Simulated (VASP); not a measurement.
Here is a VASP 6.6.1 calculation.

Contents of INCAR:

```
  ALGO = Normal
  EDIFF = 1E-6
  ENCUT = 520
  GGA = PE
  ISIF = 2
  ISMEAR = -1
  LASPH = T
  LCHARG = F
  LREAL = F
  LWAVE = F
  NBANDS = 12
  NELM = 60
  PREC = Accurate
  SIGMA = 0.1
```

The input KPOINTS:

```
k-points
0
Gamma
  13 13 13
```

The input POSCAR:

```
Ga
1.0
   -1.6864009901      1.6864009901      1.6864009901
    1.6864009901     -1.6864009901      1.6864009901
    1.6864009901      1.6864009901     -1.6864009901
Ga
1
Direct
    0.0000000000      0.0000000000      0.0000000000
```

Potentials or basis: VASP PAW PBE potentials, release 64 (Ga_d).

Launch:

```console
$ cat potpaw_PBE.64/Ga_d/POTCAR > POTCAR
$ mpirun -np 1 vasp_std > vasp.out
```

**Question.** Predict the pressure.

**Answer.** 0.1 GPa.
